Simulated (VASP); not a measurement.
# InSb (I-4m2) in VASP: further runs

InSb is run at these levels: PBE; tasks: single point.

All numbers are computed with VASP 6.6.1; they aren't measurements. Logs are shortened: lines on timing, memory, paths and dates and some standing lists are left out, and cuts for length are marked.

### Step 1. The cell of the first run

The structure is tetragonal, space group I-4m2 (No. 119). Conventional cell: a = 6.212 Å, b = 6.212 Å, c = 2.847 Å, α = 90.00°, β = 90.00°, γ = 90.00°. In (site symmetry -4m2) has 2 In at 2.85 Å and 8 Sb at 3.19 to 3.77 Å within 3.8 Å. Within 3.8 Å of Sb (site symmetry -4m2) lie 2 Sb at 2.85 Å and 8 In at 3.19 to 3.77 Å.

### Step 2. Single point, PBE

INCAR

```
SYSTEM = InSb
ALGO = Normal
EDIFF = 1E-6
ENCUT = 520
GGA = PE
ISIF = 2
ISMEAR = 0
LASPH = .TRUE.
LCHARG = .TRUE.
LELF = .TRUE.
LREAL = .FALSE.
LVHAR = .TRUE.
LWAVE = .FALSE.
NBANDS = 16
NELM = 60
PREC = Accurate
SIGMA = 0.15
```

KPOINTS

```
k-points
0
G
  16 16 16
  0 0 0
```

POSCAR

```
InSb
1.0
   -3.1060500000      3.1060500000      1.4236000000
    3.1060500000     -3.1060500000      1.4236000000
    3.1060500000      3.1060500000     -1.4236000000
In Sb
1 1
Direct
    0.2500000000      0.7500000000      0.5000000000
    0.0000000000      0.0000000000      0.0000000000
```

Potentials or basis: VASP PAW PBE potentials, release 64 (In_d, Sb).

Started as:

```
$ cat potpaw_PBE.64/In_d/POTCAR potpaw_PBE.64/Sb/POTCAR > POTCAR
$ mpirun -np 1 vasp_std > vasp.out
```

OUTCAR:

```text
SYSTEM = InSb
   EDIFF = 1E-6
   ENCUT = 520
   GGA = PE
   ISIF = 2
   ISMEAR = 0
   LASPH = .TRUE.
   LREAL = .FALSE.
   NELM = 60
   PREC = Accurate

 ion  position               nearest neighbor table
   1  0.250  0.750  0.500-   2 3.19   2 3.19   2 3.19   2 3.19   2 3.77   2 3.77   2 3.77   2 3.77

   2  0.000  0.000  0.000-   1 3.19   1 3.19   1 3.19   1 3.19   1 3.77   1 3.77   1 3.77   1 3.77

  LATTYP: Found a body centered tetragonal cell.
 ALAT       =     6.2121000000
 C/A-ratio  =     0.4583313211

  Lattice vectors:

 A1 = (  -3.1060500000,   3.1060500000,   1.4236000000)
 A2 = (   3.1060500000,  -3.1060500000,   1.4236000000)
 A3 = (   3.1060500000,   3.1060500000,  -1.4236000000)

Analysis of symmetry for initial positions (statically):
=====================================================================
 Subroutine PRICEL returns:
 Original cell was already a primitive cell.

 Routine SETGRP: Setting up the symmetry group for a
 body centered tetragonal supercell.

 Subroutine GETGRP returns: Found  8 space group operations
 (whereof  8 operations were pure point group operations)
 out of a pool of 16 trial point group operations.

The static configuration has the point symmetry D_2d.

Analysis of symmetry for dynamics (positions and initial velocities):
=====================================================================
 Subroutine PRICEL returns:
 Original cell was already a primitive cell.

 Routine SETGRP: Setting up the symmetry group for a
 body centered tetragonal supercell.

 Subroutine GETGRP returns: Found  8 space group operations
 (whereof  8 operations were pure point group operations)
 out of a pool of 16 trial point group operations.

The dynamic configuration has the point symmetry D_2d.

 Subroutine INISYM returns: Found  8 space group operations
 (whereof  8 operations are pure point group operations),
 and found     1 'primitive' translations

----------------------------------------------------------------------------------------

                                     Primitive cell

  volume of cell :      54.9370

  direct lattice vectors                    reciprocal lattice vectors
    -3.106050000  3.106050000  1.423600000     0.000000000  0.160976159  0.351222253
     3.106050000 -3.106050000  1.423600000     0.160976159  0.000000000  0.351222253
     3.106050000  3.106050000 -1.423600000     0.160976159  0.160976159  0.000000000

  length of vectors
     4.617545903  4.617545903  4.617545903     0.386355271  0.386355271  0.227654668

  position of ions in fractional coordinates (direct lattice)
     0.250000000  0.750000000  0.500000000
     0.000000000  0.000000000  0.000000000

  ion indices of the primitive-cell ions
   primitive index   ion index
                 1           1
                 2           2

----------------------------------------------------------------------------------------

 KPOINTS: k-points

Automatic generation of k-mesh.
 Grid dimensions read from file:
 generate k-points for:   16   16   16

 Generating k-lattice:

  Cartesian coordinates                     Fractional coordinates (reciprocal lattice)
     0.000000000  0.010061010  0.021951391     0.062500000  0.000000000  0.000000000
     0.010061010  0.000000000  0.021951391     0.000000000  0.062500000  0.000000000
     0.010061010  0.010061010  0.000000000     0.000000000  0.000000000  0.062500000

  Length of vectors
     0.024147204  0.024147204  0.014228417

  Shift w.r.t. Gamma in fractional coordinates (k-lattice)
     0.000000000  0.000000000  0.000000000

 Subroutine IBZKPT returns following result:
 ===========================================

 Found    349 irreducible k-points:

 Following reciprocal coordinates:
            Coordinates               Weight
  0.000000  0.000000  0.000000      1.000000
  0.062500  0.000000  0.000000      8.000000
  0.125000  0.000000  0.000000      8.000000
  0.187500  0.000000 -0.000000      8.000000
  0.250000  0.000000  0.000000      8.000000
  0.312500 -0.000000  0.000000      8.000000
[... 16 lines left out ...]
 -0.125000  0.062500  0.000000     16.000000
 -0.062500  0.062500  0.000000      4.000000
 [... further k-points ...]
   k-points           NKPTS =    349   k-points in BZ     NKDIM =    349   number of bands    NBANDS=     16
   number of dos      NEDOS =    301   number of ions     NIONS =      2
   total plane-waves  NPLWV =  46656
   dimension x,y,z NGX =    36 NGY =   36 NGZ =   36
   dimension x,y,z NGXF=    72 NGYF=   72 NGZF=   72
   ions per type =               1   1
   NGX,Y,Z   is equivalent  to a cutoff of  12.96, 12.96, 12.96 a.u.
   NGXF,Y,Z  is equivalent  to a cutoff of  25.92, 25.92, 25.92 a.u.
 SYSTEM =  InSb
   PREC   = accura    normal or accurate (medium, high low for compatibility)
   ISTART =      0    job   : 0-new  1-cont  2-samecut
   ICHARG =      2    charge: 1-file 2-atom 10-const
   ISPIN  =      1    spin polarized calculation?
   LNONCOLLINEAR =      F non collinear calculations
   LSORBIT =      F    spin-orbit coupling
   LASPH  =      T    aspherical Exc in radial PAW
   ENCUT  =  520.0 eV  38.22 Ry    6.18 a.u.   8.59  8.59  8.59*2*pi/ulx,y,z
   NELM   =     60;   NELMIN=  2; NELMDL= -5     # of ELM steps
   EDIFF  = 0.1E-05   stopping-criterion for ELM
   LREAL  =      F    real-space projection
   EDIFFG = 0.1E-04   stopping-criterion for IOM
   NSW    =      0    number of steps for IOM
   IBRION =     -1    ionic relax: 0-MD 1-quasi-New 2-CG
   NFREE  =      0    steps in history (QN), initial steepest desc. (CG)
   ISIF   =      2    stress and relaxation
   ISYM   =      2    0-nonsym 1-usesym 2-fastsym
   POTIM  = 0.5000    time-step for ionic-motion
   TEBEG  =    0.0;   TEEND  =   0.0 temperature during run
   PSTRESS=    0.0 pullay stress
   NELECT =      18.0000    total number of electrons
   NUPDOWN=      -1.0000    fix difference up-down
   EMIN   =  10.00;   EMAX   =-10.00  energy-range for DOS
   EFERMI =   0.00;   METHOD = LEGACY
   ISMEAR =     0;   SIGMA  =   0.15  broadening in eV -4-tet -1-fermi 0-gaus
   EFERMI_NEDOS =   21; number of points for ismear=-14 and -15
   IALGO  =     38    algorithm
   IMIX   =      4    mixing-type and parameters
     AMIX     =   0.40;   BMIX     =  1.00
     AMIX_MAG =   1.60;   BMIX_MAG =  1.00
  volume/ion in A,a.u.               =      27.47       185.37
  Fermi-wavevector in a.u.,A,eV,Ry     =   1.128610  2.132764 17.330576  1.273761
  Thomas-Fermi vector in A             =   2.265301
   LORBIT       =      0    0 simple, 1 ext, 2 COOP (PROOUT), +10 PAW based schemes
   GGA     = PE    functional components
   LHFCALC =     F    Hartree Fock is set to
   AEXX    =    0.0000 exact exchange contribution
   IVDW    =     0    specifies the selected vdW correction
   LEPSILON=     F    determine dielectric tensor
   LRPA    =     F    only Hartree local field effects (RPA)
 non-spin polarized calculation
 Gauss-broadening in eV      SIGMA  =   0.15
  energy-cutoff  :      520.00
  volume of cell :       54.94
 maximum number of plane-waves:      1511
   NGX = 17   NGY = 17   NGZ = 17

 number of electron      17.9999994 magnetization

 Free energy of the ion-electron system (eV)
  ---------------------------------------------------
  ext. energy  EPLUGINS =         0.00000000
  ---------------------------------------------------
  free energy    TOTEN  =        -6.43720516 eV

  energy without entropy =       -6.42645892  energy(sigma->0) =       -6.43183204

 E-fermi :   7.3603     XC(G=0):  -9.9774

 val. band max:        7.3584900150   @ k =  -0.0625   0.2500   0.0625
 cond. band min:       7.3806981225   @ k =  -0.1875   0.3125   0.0625
 fundamental gap:      0.0222081075
 Fermi energy:         7.3602522548

 k-point     1 :       0.0000    0.0000    0.0000
  band No.  band energies     occupation
      1      -7.7034      2.00000
      2      -7.1365      2.00000
      3      -7.1355      2.00000
      4      -6.9012      2.00000
      5      -6.9012      2.00000
      6      -4.3101      2.00000
[... 8 lines left out ...]
     15      16.2423      0.00000
     16      19.5545      0.00000

 k-point     2 :       0.0625    0.0000    0.0000
  band No.  band energies     occupation
      1      -7.6667      2.00000
      2      -7.1350      2.00000
      3      -7.1324      2.00000
      4      -6.9183      2.00000
      5      -6.9183      2.00000
      6      -4.2235      2.00000
[... 8 lines left out ...]
     15      16.5267      0.00000
     16      18.7711      0.00000

 k-point     3 :       0.1250    0.0000    0.0000
  band No.  band energies     occupation
      1      -7.5616      2.00000
      2      -7.1308      2.00000
      3      -7.1238      2.00000
      4      -6.9669      2.00000
      5      -6.9667      2.00000
      6      -3.9631      2.00000
[... 8 lines left out ...]
     15      16.5721      0.00000
     16      17.3605      0.00000

 k-point     4 :       0.1875    0.0000   -0.0000
  band No.  band energies     occupation
      1      -7.4033      2.00000
      2      -7.1245      2.00000
      3      -7.1112      2.00000
      4      -7.0388      2.00000
      5      -7.0379      2.00000
      6      -3.5281      2.00000
[... 8 lines left out ...]
     15      16.3033      0.00000
     16      16.4032      0.00000

 k-point     5 :       0.2500    0.0000    0.0000
  band No.  band energies     occupation
      1      -7.2154      2.00000
      2      -7.1246      2.00000
      3      -7.1230      2.00000
      4      -7.1138      2.00000
      5      -7.0935      2.00000
      6      -2.9198      2.00000
[... 8 lines left out ...]
     15      15.4584      0.00000
     16      15.7312      0.00000

 k-point     6 :       0.3125   -0.0000    0.0000
  band No.  band energies     occupation
      1      -7.2054      2.00000
      2      -7.2029      2.00000
      3      -7.1086      2.00000
      4      -7.0794      2.00000
      5      -7.0233      2.00000
      6      -2.1453      2.00000
[... 8 lines left out ...]
     15      14.8581      0.00000
     16      15.6469      0.00000

 k-point     7 :       0.3750    0.0000   -0.0000
  band No.  band energies     occupation
      1      -7.2731      2.00000
      2      -7.2704      2.00000
      3      -7.1019      2.00000
      4      -7.0665      2.00000
      5      -6.8604      2.00000
      6      -1.2245      2.00000
[... 8 lines left out ...]
     15      14.3598      0.00000
     16      16.4889      0.00000

 k-point     8 :       0.4375    0.0000   -0.0000
  band No.  band energies     occupation
      1      -7.3177      2.00000
      2      -7.3150      2.00000
      3      -7.0974      2.00000
      4      -7.0578      2.00000
      5      -6.7507      2.00000
      6      -0.2306      2.00000
[... 8 lines left out ...]
     15      15.6416      0.00000
     16      17.0536      0.00000

 k-point     9 :       0.5000    0.0000    0.0000
  band No.  band energies     occupation
      1      -7.3333      2.00000
      2      -7.3305      2.00000
      3      -7.0957      2.00000
      4      -7.0548      2.00000
      5      -6.7121      2.00000
      6       0.3897      2.00000
[... 8 lines left out ...]
     15      16.1661      0.00000
     16      16.7969      0.00000
[... 172 lines left out ...]
 k-point    19 :      -0.3750    0.0625    0.0000
  band No.  band energies     occupation
      1      -7.2066      2.00000
      2      -7.2030      2.00000
      3      -7.1116      2.00000
      4      -7.0772      2.00000
      5      -7.0217      2.00000
      6      -2.0325      2.00000
[... 8 lines left out ...]
     15      15.3117      0.00000
     16      15.6092      0.00000

 k-point    20 :      -0.3125    0.0625   -0.0000
  band No.  band energies     occupation
      1      -7.2143      2.00000
      2      -7.1272      2.00000
      3      -7.1236      2.00000
      4      -7.1151      2.00000
      5      -7.0907      2.00000
      6      -2.8191      2.00000
[... 8 lines left out ...]
     15      15.4635      0.00000
     16      16.2422      0.00000

 k-point    21 :      -0.2500    0.0625    0.0000
  band No.  band energies     occupation
      1      -7.4023      2.00000
      2      -7.1279      2.00000
      3      -7.1091      2.00000
      4      -7.0392      2.00000
      5      -7.0376      2.00000
      6      -3.4442      2.00000
[... 8 lines left out ...]
     15      16.4165      0.00000
     16      16.8070      0.00000

 k-point    22 :      -0.1875    0.0625    0.0000
  band No.  band energies     occupation
      1      -7.5610      2.00000
      2      -7.1336      2.00000
      3      -7.1219      2.00000
      4      -6.9671      2.00000
      5      -6.9665      2.00000
      6      -3.8990      2.00000
[... 8 lines left out ...]
     15      16.5484      0.00000
     16      17.9571      0.00000

 k-point    23 :      -0.1250    0.0625    0.0000
  band No.  band energies     occupation
      1      -7.6663      2.00000
      2      -7.1370      2.00000
      3      -7.1310      2.00000
      4      -6.9184      2.00000
      5      -6.9181      2.00000
      6      -4.1805      2.00000
[... 8 lines left out ...]
     15      17.0161      0.00000
     16      18.5159      0.00000

 k-point    24 :      -0.0625    0.0625    0.0000
  band No.  band energies     occupation
      1      -7.7032      2.00000
      2      -7.1375      2.00000
      3      -7.1347      2.00000
      4      -6.9012      2.00000
      5      -6.9010      2.00000
      6      -4.2885      2.00000
[... 8 lines left out ...]
     15      16.4735      0.00000
     16      19.5425      0.00000

 [... further k-points ...]
[... 5 lines left out ...]
  --------------------------------------------------------------------------------------
  -------------------------------------------------------------------------------------
  Total       -0.0640624     -0.0640624      4.3887485      0.0000000      0.0000000      0.0000000
  in kB       -1.8683095     -1.8683095    127.9930588      0.0000000      0.0000000      0.0000000
  external PRESSURE =      41.4188133 kB  Pullay stress =       0.0000000 kB

 VOLUME and BASIS-vectors are now :
 -----------------------------------------------------------------------------
  energy-cutoff  :      520.00
  volume of cell :       54.94
      direct lattice vectors                 reciprocal lattice vectors
    -3.106050000  3.106050000  1.423600000     0.000000000  0.160976159  0.351222253
     3.106050000 -3.106050000  1.423600000     0.160976159  0.000000000  0.351222253
     3.106050000  3.106050000 -1.423600000     0.160976159  0.160976159  0.000000000

 POSITION                                       TOTAL-FORCE (eV/Angst)
 -----------------------------------------------------------------------------------
      3.10605     -0.00000      0.71180        -0.000000      0.000000      0.000000
      0.00000      0.00000      0.00000         0.000000     -0.000000     -0.000000
 -----------------------------------------------------------------------------------
    total drift:                               -0.000000      0.000000      0.000000

  FREE ENERGIE OF THE ION-ELECTRON SYSTEM (eV)
  ---------------------------------------------------
  free  energy   TOTEN  =        -6.4372051594 eV

  energy  without entropy=       -6.4264589212  energy(sigma->0) =       -6.43183204
```

Run time: 3.2 min. Hardware: 1 thread of Intel Xeon Platinum 8488C (Sapphire Rapids), shared host; peak memory 0.45 GiB.

What came out:

| Item | Value |
| --- | --- |
| Free energy | -6.4372 eV |
| Pressure | 4.1 GPa |
| Band gap on the k mesh | zero (bands 9 and 10 overlap by 2.82 eV) |

Stress tensor (GPa, compression positive):
```
-0.19  0.00  0.00
 0.00 -0.19  0.00
 0.00  0.00 12.80
```

Levels at points of the mesh, in eV from the Fermi level:
```
           k point  band 5  band 6  band 7  band 8  band 9  band 10  band 11  band 12  band 13  band 14
(0.00, 0.00, 0.00)  -14.26  -11.67   -4.70   -2.67   -2.67     2.79     4.94     4.94     7.73     8.11
(0.50, 0.00, 0.00)  -14.07   -6.97   -4.90   -1.93   -1.12    -0.34     2.94     2.97     4.95     6.85
(0.50, 0.50, 0.00)  -14.26  -10.90   -7.62   -1.26    0.47     0.60     0.99     7.35     9.01     9.15
(0.50, 0.50, 0.50)  -14.26  -10.25   -6.11   -4.79   -4.79     6.90     6.90     7.09     9.11    11.27
```

Caveat: the cell stands under pressure; spin-orbit coupling is left out, which moves the levels of the heavy elements.

### Step 3. Single point, PBE

This run uses another cell than the first one, of the same volume but with other edges.

INCAR

```
ALGO = Normal
EDIFF = 1E-6
ENCUT = 520
GGA = PE
ISIF = 2
ISMEAR = 0
LASPH = T
LCHARG = F
LREAL = F
LWAVE = F
NBANDS = 16
NELM = 100
PREC = Accurate
SIGMA = 0.15
```

KPOINTS

```
k-points
0
Gamma
  16 16 16
```

POSCAR

```
InSb
1.0
   -2.8595500000      2.8595500000      1.6824500000
    2.8595500000     -2.8595500000      1.6824500000
    2.8595500000      2.8595500000     -1.6824500000
In Sb
1 1
Direct
    0.2500000000      0.7500000000      0.5000000000
    0.0000000000      0.0000000000      0.0000000000
```

Potentials or basis: VASP PAW PBE potentials, release 64 (In_d, Sb).

Started as:

```
$ cat potpaw_PBE.64/In_d/POTCAR potpaw_PBE.64/Sb/POTCAR > POTCAR
$ mpirun -np 1 vasp_std > vasp.out
```

It took 3.4 min on 1 thread of Intel Xeon Platinum 8488C (Sapphire Rapids), shared host; peak memory 0.46 GiB.

It converged, with:

* Free energy: -6.6569 eV
* Pressure: 2.0 GPa
* Band gap on the k mesh: zero (bands 9 and 10 overlap by 4.63 eV)

Stress tensor (GPa, compression positive):
```
 3.25  0.00  0.00
 0.00  3.25  0.00
 0.00  0.00 -0.58
```

Levels at points of the mesh, in eV from the Fermi level:
```
           k point  band 5  band 6  band 7  band 8  band 9  band 10  band 11  band 12  band 13  band 14
(0.00, 0.00, 0.00)  -14.55  -11.44   -2.60   -1.85   -1.85     3.48     3.77     6.92     6.92     7.62
(0.50, 0.00, 0.00)  -14.49   -8.45   -5.18   -2.09   -1.58    -1.16     2.40     3.15     5.12     7.75
(0.50, 0.50, 0.00)  -14.53  -10.18   -7.44   -0.12    1.89     2.11     2.51     3.46     6.47     7.49
(0.50, 0.50, 0.50)  -14.53   -9.04   -5.23   -4.68   -4.68     2.57     4.48     9.83     9.83    12.39
```

Caveat: spin-orbit coupling is left out, which moves the levels of the heavy elements.

### Step 4. Single point, PBE

This run uses another cell than the first one, of 27.60 Å³/atom.

INCAR

```
SYSTEM = InSb
ALGO = Normal ; EDIFF = 1E-6
ENCUT = 520 ; GGA = PE
ISIF = 2 ; ISMEAR = 0
LASPH = .TRUE. ; LCHARG = .FALSE.
LREAL = .FALSE. ; LWAVE = .FALSE.
NBANDS = 16 ; NELM = 60
PREC = Accurate ; SIGMA = 0.15
```

KPOINTS

```
k-points
0
G
  16 16 16
  0 0 0
```

POSCAR

```
InSb
1.0
   -2.8102500000      2.8102500000      1.7471500000
    2.8102500000     -2.8102500000      1.7471500000
    2.8102500000      2.8102500000     -1.7471500000
In Sb
1 1
Direct
    0.2500000000      0.7500000000      0.5000000000
    0.0000000000      0.0000000000      0.0000000000
```

Started as:

```
$ cat potpaw_PBE.64/In_d/POTCAR potpaw_PBE.64/Sb/POTCAR > POTCAR
$ mpirun -np 1 vasp_std > vasp.out
```

It took 1.9 min on 1 thread of Intel Xeon Platinum 8488C (Sapphire Rapids), shared host; peak memory 0.44 GiB.

The run converged. Its results:

* Free energy: -6.5998 eV
* Pressure: 2.5 GPa
* Band gap on the k mesh: zero (bands 9 and 10 overlap by 4.53 eV)

Stress tensor (GPa, compression positive):
```
 4.33  0.00  0.00
 0.00  4.33  0.00
 0.00  0.00 -1.01
```

Levels at points of the mesh, in eV from the Fermi level:
```csv
k point,band 6,band 7,band 8,band 9,band 10,band 11,band 12,band 13
"(0.00, 0.00, 0.00)",-11.43,-2.15,-1.66,-1.66,3.16,3.69,6.89,6.99
"(0.50, 0.00, 0.00)",-8.68,-5.33,-1.97,-1.76,-1.08,2.36,3.30,5.27
"(0.50, 0.50, 0.00)",-10.07,-7.39,0.04,1.63,2.42,2.94,3.36,5.81
"(0.50, 0.50, 0.50)",-8.83,-5.05,-4.64,-4.64,1.83,3.65,10.14,10.14
```

Caveat: spin-orbit coupling is left out, which moves the levels of the heavy elements.

### Step 5. Overview

| cell | gap on the mesh (eV) | pressure (GPa) |
| --- | --- | --- |
| a = 4.618 Å, angles 95.5, 95.5, 144.1°, 2 atoms | none | 4.1 |
| a = 4.380 Å, angles 98.5, 98.5, 134.8°, 2 atoms | none | 2.0 |
| a = 4.341 Å, angles 99.3, 99.3, 132.5°, 2 atoms | none | 2.5 |

Alike in all rows: task single point; level PBE; potentials or basis VASP PAW PBE potentials, release 64 (In_d, Sb); no spin polarisation; k mesh 16 × 16 × 16; cutoff (eV) 520; smearing gaussian 0.15 eV.

Caveats: spin-orbit coupling is left out, which moves the levels of the heavy elements; the cell stands under pressure (at least some runs).

Total energies depend on the potentials used, so only differences within one code and one set of settings carry meaning.
